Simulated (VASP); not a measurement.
# CoGe3 (Fm-3m) in VASP: notebook

CoGe3 is run at these levels: PBEsol, r2SCAN; tasks: single point.

Everything below comes from runs of VASP 6.6.1. Logs are shortened: lines on timing, memory, paths and dates and some standing lists are left out, and cuts for length are marked.

## (1) The cell of the first run

It takes space group Fm-3m (No. 225, cubic). Conventional cell: a = 6.225 Å, b = 6.225 Å, c = 6.225 Å, α = 90.00°, β = 90.00°, γ = 90.00°. Ge (site symmetry -43m) has 10 Ge at 2.70 to 3.11 Å and 4 Co at 2.70 Å within 3.6 Å. Within 3.6 Å of Ge (site symmetry m-3m) lie 8 Ge at 2.70 Å and 6 Co at 3.11 Å. Co (site symmetry m-3m) has 14 Ge at 2.70 to 3.11 Å within 3.6 Å.

## (2) Single point, PBEsol

Contents of INCAR:

```
SYSTEM = CoGe3
PREC = Accurate ; ENCUT = 520
EDIFF = 1E-6 ; ISMEAR = 0
SIGMA = 0.1 ; LREAL = .False.
LASPH = .True. ; NELM = 100
ALGO = Normal ; ISIF = 2
LWAVE = .False. ; LCHARG = .False.
GGA = PS ; NBANDS = 34
```

Contents of KPOINTS:

```
Automatic mesh
0
Gamma
  12 12 12
  0 0 0
```

Contents of POSCAR:

```
CoGe3
1.0
    0.0000000000      3.1125985900      3.1125985900
    3.1125985900      0.0000000000      3.1125985900
    3.1125985900      3.1125985900      0.0000000000
Ge Co
3 1
Direct
    0.2500000000      0.2500000000      0.2500000000
    0.7500000000      0.7500000000      0.7500000000
    0.5000000000      0.5000000000      0.5000000000
    0.0000000000      0.0000000000      0.0000000000
```

Potentials or basis: VASP PAW PBE potentials, release 64 (Ge_d, Co).

Started as:

```
$ cat potpaw_PBE.64/Ge_d/POTCAR potpaw_PBE.64/Co/POTCAR > POTCAR
$ mpirun -np 1 vasp_std > vasp.out
```

OUTCAR:

```text
SYSTEM = CoGe3
   PREC = Accurate
   ENCUT = 520
   EDIFF = 1E-6
   ISMEAR = 0
   LREAL = .False.
   LASPH = .True.
   NELM = 100
   ISIF = 2
   GGA = PS

 ion  position               nearest neighbor table
   1  0.250  0.250  0.250-   4 2.70   4 2.70   4 2.70   3 2.70   3 2.70   3 2.70   4 2.70   3 2.70

   2  0.750  0.750  0.750-   3 2.70   3 2.70   3 2.70   4 2.70   4 2.70   4 2.70   4 2.70   3 2.70

   3  0.500  0.500  0.500-   1 2.70   1 2.70   1 2.70   2 2.70   2 2.70   2 2.70   2 2.70   1 2.70

   4  0.000  0.000  0.000-   2 2.70   2 2.70   2 2.70   1 2.70   1 2.70   1 2.70   2 2.70   1 2.70

  LATTYP: Found a face centered cubic cell.
 ALAT       =     6.2251971800

  Lattice vectors:

 A1 = (   0.0000000000,   3.1125985900,   3.1125985900)
 A2 = (   3.1125985900,   0.0000000000,   3.1125985900)
 A3 = (   3.1125985900,   3.1125985900,   0.0000000000)

Analysis of symmetry for initial positions (statically):
=====================================================================
 Subroutine PRICEL returns:
 Original cell was already a primitive cell.

 Routine SETGRP: Setting up the symmetry group for a
 face centered cubic supercell.

 Subroutine GETGRP returns: Found 48 space group operations
[... 9 lines left out ...]

 Routine SETGRP: Setting up the symmetry group for a
 face centered cubic supercell.

 Subroutine GETGRP returns: Found 48 space group operations
[... 11 lines left out ...]
                                     Primitive cell

  volume of cell :      60.3114

  direct lattice vectors                    reciprocal lattice vectors
     0.000000000  3.112598590  3.112598590    -0.160637482  0.160637482  0.160637482
     3.112598590  0.000000000  3.112598590     0.160637482 -0.160637482  0.160637482
     3.112598590  3.112598590  0.000000000     0.160637482  0.160637482 -0.160637482

  length of vectors
     4.401879140  4.401879140  4.401879140     0.278232280  0.278232280  0.278232280

  position of ions in fractional coordinates (direct lattice)
     0.250000000  0.250000000  0.250000000
     0.750000000  0.750000000  0.750000000
     0.500000000  0.500000000  0.500000000
     0.000000000  0.000000000  0.000000000

  ion indices of the primitive-cell ions
   primitive index   ion index
                 1           1
                 2           2
                 3           3
                 4           4

----------------------------------------------------------------------------------------

 KPOINTS: Automatic mesh

Automatic generation of k-mesh.
 Grid dimensions read from file:
 generate k-points for:   12   12   12

 Generating k-lattice:

  Cartesian coordinates                     Fractional coordinates (reciprocal lattice)
    -0.013386457  0.013386457  0.013386457     0.083333333  0.000000000  0.000000000
     0.013386457 -0.013386457  0.013386457     0.000000000  0.083333333  0.000000000
     0.013386457  0.013386457 -0.013386457     0.000000000  0.000000000  0.083333333

  Length of vectors
     0.023186023  0.023186023  0.023186023

  Shift w.r.t. Gamma in fractional coordinates (k-lattice)
     0.000000000  0.000000000  0.000000000

 Subroutine IBZKPT returns following result:
 ===========================================

 Found     72 irreducible k-points:

 Following reciprocal coordinates:
            Coordinates               Weight
  0.000000  0.000000  0.000000      1.000000
  0.083333  0.000000  0.000000      8.000000
  0.166667  0.000000  0.000000      8.000000
  0.250000  0.000000  0.000000      8.000000
  0.333333  0.000000  0.000000      8.000000
  0.416667  0.000000  0.000000      8.000000
[... 16 lines left out ...]
  0.500000  0.166667  0.000000     24.000000
 -0.416667  0.166667  0.000000     24.000000
 [... further k-points ...]
   k-points           NKPTS =     72   k-points in BZ     NKDIM =     72   number of bands    NBANDS=     34
   number of dos      NEDOS =    301   number of ions     NIONS =      4
   total plane-waves  NPLWV =  46656
   dimension x,y,z NGX =    36 NGY =   36 NGZ =   36
   dimension x,y,z NGXF=    72 NGYF=   72 NGZF=   72
   ions per type =               3   1
   NGX,Y,Z   is equivalent  to a cutoff of  13.60, 13.60, 13.60 a.u.
   NGXF,Y,Z  is equivalent  to a cutoff of  27.19, 27.19, 27.19 a.u.
 SYSTEM =  CoGe3
   PREC   = accura    normal or accurate (medium, high low for compatibility)
   ISTART =      0    job   : 0-new  1-cont  2-samecut
   ICHARG =      2    charge: 1-file 2-atom 10-const
   ISPIN  =      1    spin polarized calculation?
   LNONCOLLINEAR =      F non collinear calculations
   LSORBIT =      F    spin-orbit coupling
   LASPH  =      T    aspherical Exc in radial PAW
   ENCUT  =  520.0 eV  38.22 Ry    6.18 a.u.   8.18  8.18  8.18*2*pi/ulx,y,z
   NELM   =    100;   NELMIN=  2; NELMDL= -5     # of ELM steps
   EDIFF  = 0.1E-05   stopping-criterion for ELM
   LREAL  =      F    real-space projection
   EDIFFG = 0.1E-04   stopping-criterion for IOM
   NSW    =      0    number of steps for IOM
   IBRION =     -1    ionic relax: 0-MD 1-quasi-New 2-CG
   NFREE  =      0    steps in history (QN), initial steepest desc. (CG)
   ISIF   =      2    stress and relaxation
   ISYM   =      2    0-nonsym 1-usesym 2-fastsym
   POTIM  = 0.5000    time-step for ionic-motion
   TEBEG  =    0.0;   TEEND  =   0.0 temperature during run
   PSTRESS=    0.0 pullay stress
   NELECT =      51.0000    total number of electrons
   NUPDOWN=      -1.0000    fix difference up-down
   EMIN   =  10.00;   EMAX   =-10.00  energy-range for DOS
   EFERMI =   0.00;   METHOD = LEGACY
   ISMEAR =     0;   SIGMA  =   0.10  broadening in eV -4-tet -1-fermi 0-gaus
   EFERMI_NEDOS =   21; number of points for ismear=-14 and -15
   IALGO  =     38    algorithm
   IMIX   =      4    mixing-type and parameters
     AMIX     =   0.40;   BMIX     =  1.00
     AMIX_MAG =   1.60;   BMIX_MAG =  1.00
  volume/ion in A,a.u.               =      15.08       101.75
  Fermi-wavevector in a.u.,A,eV,Ry     =   1.548098  2.925481 32.607822  2.396607
  Thomas-Fermi vector in A             =   2.653097
   LORBIT       =      0    0 simple, 1 ext, 2 COOP (PROOUT), +10 PAW based schemes
   GGA     = PS    functional components
   LHFCALC =     F    Hartree Fock is set to
   AEXX    =    0.0000 exact exchange contribution
   IVDW    =     0    specifies the selected vdW correction
   LEPSILON=     F    determine dielectric tensor
   LRPA    =     F    only Hartree local field effects (RPA)
 non-spin polarized calculation
 Gauss-broadening in eV      SIGMA  =   0.10
  energy-cutoff  :      520.00
  volume of cell :       60.31
 maximum number of plane-waves:      1640
 NGX is ok and might be reduce to    36
   NGX = 17   NGY = 17   NGZ = 17

 number of electron      50.9999979 magnetization

 Free energy of the ion-electron system (eV)
  ---------------------------------------------------
  ext. energy  EPLUGINS =         0.00000000
  ---------------------------------------------------
  free energy    TOTEN  =       -21.26420662 eV

  energy without entropy =      -21.25387403  energy(sigma->0) =      -21.25904032

 E-fermi :   8.5221     XC(G=0): -12.4036

 val. band max:        8.4876697280   @ k =  -0.2500   0.3333   0.0833
 cond. band min:       8.5271432220   @ k =   0.3333   0.1667   0.0833
 fundamental gap:      0.0394734940
 Fermi energy:         8.5221042420

 k-point     1 :       0.0000    0.0000    0.0000
  band No.  band energies     occupation
      1     -16.3854      2.00000
      2     -16.3854      2.00000
      3     -16.3854      2.00000
      4     -16.3632      2.00000
      5     -16.3632      2.00000
      6     -16.1274      2.00000
[... 26 lines left out ...]
     33      14.6060      0.00000
     34      15.0420      0.00000

 k-point     2 :       0.0833    0.0000    0.0000
  band No.  band energies     occupation
      1     -16.3862      2.00000
      2     -16.3862      2.00000
      3     -16.3856      2.00000
      4     -16.3621      2.00000
      5     -16.3621      2.00000
      6     -16.1265      2.00000
[... 26 lines left out ...]
     33      15.0575      0.00000
     34      15.3845      0.00000

 k-point     3 :       0.1667    0.0000    0.0000
  band No.  band energies     occupation
      1     -16.3882      2.00000
      2     -16.3882      2.00000
      3     -16.3856      2.00000
      4     -16.3591      2.00000
      5     -16.3591      2.00000
      6     -16.1234      2.00000
[... 26 lines left out ...]
     33      16.2223      0.00000
     34      16.2859      0.00000

 k-point     4 :       0.2500    0.0000    0.0000
  band No.  band energies     occupation
      1     -16.3911      2.00000
      2     -16.3911      2.00000
      3     -16.3852      2.00000
      4     -16.3550      2.00000
      5     -16.3550      2.00000
      6     -16.1181      2.00000
[... 26 lines left out ...]
     33      17.5407      0.00000
     34      17.5433      0.00000

 k-point     5 :       0.3333    0.0000    0.0000
  band No.  band energies     occupation
      1     -16.3939      2.00000
      2     -16.3939      2.00000
      3     -16.3840      2.00000
      4     -16.3508      2.00000
      5     -16.3508      2.00000
      6     -16.1111      2.00000
[... 621 lines left out ...]
 k-point    22 :       0.4167    0.1667    0.0000
  band No.  band energies     occupation
      1     -16.3969      2.00000
      2     -16.3943      2.00000
      3     -16.3836      2.00000
      4     -16.3503      2.00000
      5     -16.3461      2.00000
      6     -16.1176      2.00000
[... 26 lines left out ...]
     33      15.9692      0.00000
     34      16.3577      0.00000

 k-point    23 :       0.5000    0.1667    0.0000
  band No.  band energies     occupation
      1     -16.3977      2.00000
      2     -16.3946      2.00000
      3     -16.3842      2.00000
      4     -16.3478      2.00000
      5     -16.3445      2.00000
      6     -16.1130      2.00000
[... 26 lines left out ...]
     33      16.0589      0.00000
     34      17.1485      0.00000

 k-point    24 :      -0.4167    0.1667    0.0000
  band No.  band energies     occupation
      1     -16.3973      2.00000
      2     -16.3947      2.00000
      3     -16.3848      2.00000
      4     -16.3468      2.00000
      5     -16.3449      2.00000
      6     -16.1105      2.00000
[... 26 lines left out ...]
     33      17.0728      0.00000
     34      17.3192      0.00000

 [... further k-points ...]
[... 5 lines left out ...]
  --------------------------------------------------------------------------------------
  -------------------------------------------------------------------------------------
  Total        0.0751190      0.0751190      0.0751190      0.0000000      0.0000000     -0.0000000
  in kB        1.9955423      1.9955423      1.9955423      0.0000000      0.0000000     -0.0000000
  external PRESSURE =       1.9955423 kB  Pullay stress =       0.0000000 kB

 VOLUME and BASIS-vectors are now :
 -----------------------------------------------------------------------------
  energy-cutoff  :      520.00
  volume of cell :       60.31
      direct lattice vectors                 reciprocal lattice vectors
     0.000000000  3.112598590  3.112598590    -0.160637482  0.160637482  0.160637482
     3.112598590  0.000000000  3.112598590     0.160637482 -0.160637482  0.160637482
     3.112598590  3.112598590  0.000000000     0.160637482  0.160637482 -0.160637482

 POSITION                                       TOTAL-FORCE (eV/Angst)
 -----------------------------------------------------------------------------------
      1.55630      1.55630      1.55630         0.000000      0.000000      0.000000
      4.66890      4.66890      4.66890        -0.000000     -0.000000     -0.000000
      3.11260      3.11260      3.11260        -0.000000      0.000000     -0.000000
      0.00000      0.00000      0.00000        -0.000000      0.000000     -0.000000
 -----------------------------------------------------------------------------------
    total drift:                                0.000000      0.000000      0.000000

  FREE ENERGIE OF THE ION-ELECTRON SYSTEM (eV)
  ---------------------------------------------------
  free  energy   TOTEN  =       -21.2642066206 eV

  energy  without entropy=      -21.2538740283  energy(sigma->0) =      -21.25904032
```

Wall time 83 s (1 thread of Intel Xeon 6975P-C (Granite Rapids), shared host); peak memory 0.28 GiB.

What came out:

```yaml
Free_energy: -21.2642 eV
Pressure: 0.2 GPa
```

Levels at points of the mesh, in eV from the Fermi level:
```
           k point  band 22  band 23  band 24  band 25  band 26  band 27  band 28  band 29  band 30  band 31
(0.00, 0.00, 0.00)    -1.47    -1.47    -1.47    -1.35    -1.35     1.17     1.17     1.17     2.16     2.16
(0.50, 0.00, 0.00)    -1.51    -1.51    -1.33    -1.33     0.26     0.26     0.45     3.96     5.16     6.11
(0.50, 0.50, 0.00)    -1.37    -1.37    -1.11    -0.67    -0.16     4.65     4.65     4.74     5.70     5.70
```

Caveat: the PAW data sets were made with another functional, which shifts forces and pressure a little. Spin polarisation is off, so any magnetic state and its effect on volume and gap are missing.

[end of part 1 of 2]
